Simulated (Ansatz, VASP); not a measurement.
## Os in VASP and in Ansatz

```xyz
1
Lattice="0.0000 1.9103 1.9103 1.9103 0.0000 1.9103 1.9103 1.9103 0.0000" Properties=species:S:1:pos:R:3 pbc="T T T"
Os    0.0000    0.0000    0.0000
```

Alike in both runs: functional PBEsol; k mesh 24 × 24 × 24; occupations gaussian, width 0.1 eV; no spin polarisation.

Ansatz relaxed the structure, and its values are those at the end. VASP's run is a single point on that final structure, the one shown.

```csv
,VASP,Ansatz
version,VASP 6.6.1,Ansatz 0.2.0
potentials or method,"VASP PAW PBE potentials, release 64 (Os), cutoff 520 eV","scalar-relativistic, plane waves, PAW"
valence electrons in the cell,8,16
```

|  | VASP | Ansatz | Ansatz less VASP |
| --- | --- | --- | --- |
| gap on the k mesh at the Fermi level (eV) | none | none | - |
| pressure (GPa) | 0.5 | 0.0 | -0.54 |

VASP's potentials were made for PBE, not for PBEsol. A gap of «none» marks a metal or a gap that the smearing closes. The functional is the same, so the differences come from potentials, cutoffs and numerics. VASP's potentials hold 8 valence electrons a cell and Ansatz's 16, so a difference there can come from the potentials and not from the codes.

Spin-orbit coupling is off throughout.
